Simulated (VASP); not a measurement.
# CuO (Cc) in VASP: notebook

CuO is run at these levels: LDA+U; tasks: single point.

All numbers are computed with VASP 6.6.1; they aren't measurements. Logs are shortened: lines on timing, memory, paths and dates and some standing lists are left out, and cuts for length are marked.

## (1) The cell of the first run

Symmetry: Cc, No. 9, monoclinic system. The conventional cell has a = 4.689 Å, b = 3.427 Å, c = 5.132 Å, α = 90.00°, β = 99.65°, γ = 90.00°. Cu (site symmetry 1) has 4 O at 1.91 to 2.02 Å within 2.5 Å. O (site symmetry 1) has 4 Cu at 1.91 to 2.02 Å within 2.5 Å.

## (2) Single point, LDA+U, collinear spin, zero start

Contents of INCAR:

```
SYSTEM = CuO
ALGO     = Normal         ! electronic algorithm
EDIFF    = 1E-6           ! SCF threshold, eV
ENCUT    = 700            ! plane-wave cutoff, eV
GGA      = CA             ! functional
GGA_COMPAT= .FALSE.      
ISIF     = 2              ! what is computed and relaxed
ISMEAR   = 0              ! smearing method
ISPIN    = 2              ! spin polarisation
LASPH    = .TRUE.         ! aspherical terms in the spheres
LCHARG   = .FALSE.        ! write CHGCAR
LDAU     = .TRUE.         ! DFT+U
LDAUJ    = 0 0          
LDAUL    = 2 -1           ! shell
LDAUPRINT= 1            
LDAUTYPE = 2            
LDAUU    = 5 0            ! U, eV
LMAXMIX  = 4              ! l up to which the mixer works
LORBIT   = 11             ! projections on sites
LREAL    = .FALSE.        ! projectors in reciprocal space
LWAVE    = .FALSE.        ! write WAVECAR
MAGMOM   = 0 0 0 0        ! initial moments
NBANDS   = 37             ! bands
NELM     = 200            ! most SCF steps
NUPDOWN  = 0.0            ! fixed moment
PREC     = Accurate       ! precision mode
SIGMA    = 0.05           ! smearing width, eV
```

Contents of KPOINTS:

```
k-points
0
G
  7 7 4
  0 0 0
```

Contents of POSCAR:

```
CuO
1.0
    2.3446497600     -1.7133998200      0.0000000000
    2.3446497600      1.7133998200      0.0000000000
   -0.8605499100      0.0000000000      5.0594394800
Cu O
2 2
Direct
    0.0032000000      0.4968000000      0.0000000000
    0.4968000000      0.0032000000      0.5000000000
    0.5714000000      0.4056000000      0.2537000000
    0.4056000000      0.5714000000      0.7537000000
```

Potentials or basis: VASP PAW LDA potentials, release 64 (Cu_sv_GW, O).

The run is started by

```
> cat potpaw_LDA.64/Cu_sv_GW/POTCAR potpaw_LDA.64/O/POTCAR > POTCAR
> mpirun -np 1 vasp_std > vasp.out
```

OUTCAR:

```text
SYSTEM = CuO
   EDIFF = 1E-6
   ENCUT = 700
   GGA = CA
   ISIF = 2
   ISMEAR = 0
   ISPIN = 2
   LASPH = .TRUE.
   LORBIT = 11
   LREAL = .FALSE.
   NELM = 200
   NUPDOWN = 0.0
   PREC = Accurate

 ion  position               nearest neighbor table
   1  0.003  0.497  0.000-   4 1.91   3 1.93   4 1.98   3 2.02
   2  0.497  0.003  0.500-   3 1.91   4 1.93   3 1.98   4 2.02
   3  0.571  0.406  0.254-   2 1.91   1 1.93   2 1.98   1 2.02
   4  0.406  0.571  0.754-   1 1.91   2 1.93   1 1.98   2 2.02

  LATTYP: Found a base centered monoclinic cell.
 ALAT       =     4.6892995200
 B/A-ratio  =     0.7307700490
 C/A-ratio  =     1.0944283419
 COS(beta)  =    -0.1676798045

  Lattice vectors:

 A1 = (   2.3446497600,  -1.7133998200,   0.0000000000)
 A2 = (   2.3446497600,   1.7133998200,   0.0000000000)
 A3 = (  -0.8605499100,   0.0000000000,   5.0594394800)

Analysis of symmetry for initial positions (statically):
=====================================================================
 Subroutine PRICEL returns:
 Original cell was already a primitive cell.

 Routine SETGRP: Setting up the symmetry group for a
 base centered monoclinic supercell.

 Subroutine GETGRP returns: Found  2 space group operations
 (whereof  1 operations were pure point group operations)
 out of a pool of  4 trial point group operations.

The static configuration has the point symmetry C_1 .
 The point group associated with its full space group is C_1h.

Analysis of symmetry for dynamics (positions and initial velocities):
=====================================================================
 Subroutine PRICEL returns:
 Original cell was already a primitive cell.

 Routine SETGRP: Setting up the symmetry group for a
 base centered monoclinic supercell.

 Subroutine GETGRP returns: Found  2 space group operations
 (whereof  1 operations were pure point group operations)
 out of a pool of  4 trial point group operations.

The dynamic configuration has the point symmetry C_1 .
 The point group associated with its full space group is C_1h.

Analysis of structural, dynamic, and magnetic symmetry:
=====================================================================
 Subroutine PRICEL returns:
 Original cell was already a primitive cell.

 Routine SETGRP: Setting up the symmetry group for a
 base centered monoclinic supercell.

 Subroutine GETGRP returns: Found  2 space group operations
 (whereof  1 operations were pure point group operations)
 out of a pool of  4 trial point group operations.

The overall configuration has the point symmetry C_1 .
 The point group associated with its full space group is C_1h.

 Subroutine INISYM returns: Found  2 space group operations
 (whereof  1 operations are pure point group operations),
 and found     1 'primitive' translations

----------------------------------------------------------------------------------------

                                     Primitive cell

  volume of cell :      40.6508

  direct lattice vectors                    reciprocal lattice vectors
[... 154 lines left out ...]
 -0.0028 -0.0277 -0.0009  0.0364  0.9293

 occupancies and eigenvectors

  o =  0.7482  v =  0.0000  0.0000  0.0000  0.0000  0.0000  0.0888  0.5822 -0.0108 -0.7701  0.2450      0.0000  0.0000  0.0000  0.0000  0.0000  0.0000  0.0000  0.0000  0.0000  0.0000
  o =  0.7482  v =  0.0888  0.5822 -0.0108 -0.7701  0.2450  0.0000  0.0000  0.0000  0.0000  0.0000      0.0000  0.0000  0.0000  0.0000  0.0000  0.0000  0.0000  0.0000  0.0000  0.0000
  o =  0.9208  v =  0.8786  0.1578 -0.3950  0.1976 -0.0900  0.0000  0.0000  0.0000  0.0000  0.0000      0.0000  0.0000  0.0000  0.0000  0.0000  0.0000  0.0000  0.0000  0.0000  0.0000
  o =  0.9208  v =  0.0000  0.0000  0.0000  0.0000  0.0000  0.8786  0.1579 -0.3949  0.1976 -0.0900      0.0000  0.0000  0.0000  0.0000  0.0000  0.0000  0.0000  0.0000  0.0000  0.0000
  o =  0.9406  v =  0.0000  0.0000  0.0000  0.0000  0.0000 -0.0323 -0.2317 -0.1950 -0.4443 -0.8425      0.0000  0.0000  0.0000  0.0000  0.0000  0.0000  0.0000  0.0000  0.0000  0.0000
  o =  0.9406  v = -0.0324 -0.2313 -0.1946 -0.4441 -0.8429  0.0000  0.0000  0.0000  0.0000  0.0000      0.0000  0.0000  0.0000  0.0000  0.0000  0.0000  0.0000  0.0000  0.0000  0.0000
  o =  0.9426  v =  0.0000  0.0000  0.0000  0.0000  0.0000 -0.1169  0.7208  0.3238  0.3780 -0.4680      0.0000  0.0000  0.0000  0.0000  0.0000  0.0000  0.0000  0.0000  0.0000  0.0000
  o =  0.9426  v = -0.1170  0.7210  0.3237  0.3784 -0.4674  0.0000  0.0000  0.0000  0.0000  0.0000      0.0000  0.0000  0.0000  0.0000  0.0000  0.0000  0.0000  0.0000  0.0000  0.0000
  o =  0.9505  v =  0.0000  0.0000  0.0000  0.0000  0.0000 -0.4532  0.2507 -0.8373  0.1664  0.0545      0.0000  0.0000  0.0000  0.0000  0.0000  0.0000  0.0000  0.0000  0.0000  0.0000
  o =  0.9505  v = -0.4533  0.2505 -0.8374  0.1662  0.0545  0.0000  0.0000  0.0000  0.0000  0.0000      0.0000  0.0000  0.0000  0.0000  0.0000  0.0000  0.0000  0.0000  0.0000  0.0000

atom =   2  type =  1  l = 2

 onsite density matrix

spin component  1

  0.9259 -0.0140 -0.0107 -0.0089  0.0028
 -0.0140  0.8765 -0.0008 -0.0866  0.0277
 -0.0107 -0.0008  0.9446 -0.0012 -0.0009
 -0.0089 -0.0866 -0.0012  0.8263  0.0364
  0.0028  0.0277 -0.0009  0.0364  0.9293

spin component  2

  0.9259 -0.0140 -0.0107 -0.0089  0.0028
 -0.0140  0.8765 -0.0008 -0.0866  0.0277
 -0.0107 -0.0008  0.9446 -0.0012 -0.0009
 -0.0089 -0.0866 -0.0012  0.8263  0.0364
  0.0028  0.0277 -0.0009  0.0364  0.9293

 occupancies and eigenvectors

  o =  0.7482  v =  0.0000  0.0000  0.0000  0.0000  0.0000 -0.0888 -0.5822 -0.0108 -0.7701  0.2450      0.0000  0.0000  0.0000  0.0000  0.0000  0.0000  0.0000  0.0000  0.0000  0.0000
  o =  0.7482  v = -0.0888 -0.5822 -0.0108 -0.7701  0.2450  0.0000  0.0000  0.0000  0.0000  0.0000      0.0000  0.0000  0.0000  0.0000  0.0000  0.0000  0.0000  0.0000  0.0000  0.0000
  o =  0.9208  v =  0.8786  0.1578  0.3950 -0.1976  0.0900  0.0000  0.0000  0.0000  0.0000  0.0000      0.0000  0.0000  0.0000  0.0000  0.0000  0.0000  0.0000  0.0000  0.0000  0.0000
  o =  0.9208  v =  0.0000  0.0000  0.0000  0.0000  0.0000  0.8786  0.1579  0.3949 -0.1976  0.0900      0.0000  0.0000  0.0000  0.0000  0.0000  0.0000  0.0000  0.0000  0.0000  0.0000
  o =  0.9406  v =  0.0000  0.0000  0.0000  0.0000  0.0000  0.0323  0.2317 -0.1950 -0.4443 -0.8425      0.0000  0.0000  0.0000  0.0000  0.0000  0.0000  0.0000  0.0000  0.0000  0.0000
  o =  0.9406  v =  0.0324  0.2313 -0.1946 -0.4441 -0.8429  0.0000  0.0000  0.0000  0.0000  0.0000      0.0000  0.0000  0.0000  0.0000  0.0000  0.0000  0.0000  0.0000  0.0000  0.0000
  o =  0.9426  v =  0.0000  0.0000  0.0000  0.0000  0.0000  0.1169 -0.7208  0.3238  0.3780 -0.4680      0.0000  0.0000  0.0000  0.0000  0.0000  0.0000  0.0000  0.0000  0.0000  0.0000
  o =  0.9426  v =  0.1170 -0.7210  0.3237  0.3784 -0.4674  0.0000  0.0000  0.0000  0.0000  0.0000      0.0000  0.0000  0.0000  0.0000  0.0000  0.0000  0.0000  0.0000  0.0000  0.0000
  o =  0.9505  v =  0.0000  0.0000  0.0000  0.0000  0.0000 -0.4532  0.2507  0.8373 -0.1664 -0.0545      0.0000  0.0000  0.0000  0.0000  0.0000  0.0000  0.0000  0.0000  0.0000  0.0000
  o =  0.9505  v = -0.4533  0.2505  0.8374 -0.1662 -0.0545  0.0000  0.0000  0.0000  0.0000  0.0000      0.0000  0.0000  0.0000  0.0000  0.0000  0.0000  0.0000  0.0000  0.0000  0.0000

 number of electron      49.9999991 magnetization      -0.0000000

 Free energy of the ion-electron system (eV)
  ---------------------------------------------------
  ext. energy  EPLUGINS =         0.00000000
  ---------------------------------------------------
  free energy    TOTEN  =       -19.00307967 eV

  energy without entropy =      -18.99954259  energy(sigma->0) =      -19.00131113

 E-fermi :   4.9471     XC(G=0): -12.7866

 val. band max:        4.9201761542   @ k =   0.4286   0.2857   0.5000
 cond. band min:       4.9604586582   @ k =  -0.1429  -0.0000   0.2500
 fundamental gap:      0.0402825039
 Fermi energy:         4.9470417238

 spin component 1

 k-point     1 :       0.0000    0.0000    0.0000
  band No.  band energies     occupation
      1    -105.2458      1.00000
      2    -105.2452      1.00000
      3     -63.4140      1.00000
      4     -63.4135      1.00000
      5     -63.3964      1.00000
      6     -63.3867      1.00000
[... 1913 lines left out ...]
     36      23.3493      0.00000
     37      25.1872      0.00000

 [... further k-points ...]

------------------------ aborting loop because EDIFF is reached ----------------------------------------

  FORCE on cell =-STRESS in cart. coord.  units (eV):
  Direction    XX          YY          ZZ          XY          YZ          ZX
  --------------------------------------------------------------------------------------
  -------------------------------------------------------------------------------------
  Total       -3.2300952     -2.4094341     -3.7471897      0.0000000      0.0000000     -0.0282076
  in kB     -127.3083253    -94.9634619   -147.6886639      0.0000000      0.0000000     -1.1117517
  external PRESSURE =    -123.3201504 kB  Pullay stress =       0.0000000 kB

 VOLUME and BASIS-vectors are now :
 -----------------------------------------------------------------------------
  energy-cutoff  :      700.00
  volume of cell :       40.65
      direct lattice vectors                 reciprocal lattice vectors
     2.344649760 -1.713399820  0.000000000     0.213251467 -0.291817470  0.036271514
     2.344649760  1.713399820  0.000000000     0.213251467  0.291817470  0.036271514
    -0.860549910  0.000000000  5.059439480     0.000000000  0.000000000  0.197650353

 POSITION                                       TOTAL-FORCE (eV/Angst)
 -----------------------------------------------------------------------------------
      1.17232      0.84573      0.00000        -0.555337      0.290259      0.216538
      0.74205     -0.84573      2.52972        -0.555337     -0.290259      0.216538
      2.07240     -0.28408      1.28358         0.555337      0.437343     -0.216538
      1.64213      0.28408      3.81330         0.555337     -0.437343     -0.216538
 -----------------------------------------------------------------------------------
    total drift:                               -0.001500      0.000000      0.000988

  FREE ENERGIE OF THE ION-ELECTRON SYSTEM (eV)
  ---------------------------------------------------
  free  energy   TOTEN  =       -19.0030796730 eV

  energy  without entropy=      -18.9995425872  energy(sigma->0) =      -19.00131113

 total charge

# of ion       s       p       d       f       tot
--------------------------------------------------
    1        2.231   6.367   8.977   0.012  17.587
    2        2.231   6.367   8.977   0.012  17.587
    3        1.560   3.355   0.000   0.000   4.915
    4        1.560   3.355   0.000   0.000   4.915
--------------------------------------------------
tot          7.584  19.443  17.954   0.024  45.005

 magnetization (x)

# of ion       s       p       d       f       tot
--------------------------------------------------
    1        0.000   0.000   0.000   0.000   0.000
    2        0.000   0.000   0.000   0.000   0.000
    3        0.000   0.000   0.000   0.000   0.000
    4        0.000   0.000   0.000   0.000   0.000
--------------------------------------------------
tot          0.000   0.000   0.000   0.000   0.000
```

Run time: 4.9 min. Hardware: 1 thread of AMD EPYC 7R13 (Zen 3), shared host; peak memory 0.3 GiB.

What came out:

```yaml
Free_energy: -19.0031 eV
Pressure: -12.3 GPa
Largest_force: 0.739 eV/Å
Net_moment: 0.00 μB per cell
Valence_electrons_inside_the_program's_atomic_spheres: Cu 17.59; O 4.92
```

Forces in eV/Å, atoms in the order of the input:
```
Cu  -0.555  0.290  0.217
Cu  -0.555 -0.290  0.217
O    0.555  0.437 -0.217
O    0.555 -0.437 -0.217
```

Eigenvalues of the final occupation matrices:
| site | spin | trace | eigenvalues |
| --- | --- | --- | --- |
| site 1 d | 1 | 4.50 | 0.75 0.92 0.94 0.94 0.95 |
| site 1 d | 2 | 4.50 | 0.75 0.92 0.94 0.94 0.95 |
| site 2 d | 1 | 4.50 | 0.75 0.92 0.94 0.94 0.95 |
| site 2 d | 2 | 4.50 | 0.75 0.92 0.94 0.94 0.95 |

Caveat: the cell stands under tension; the total moment is fixed, so each spin has its own Fermi level.

(Continued in part 2 of 2.)
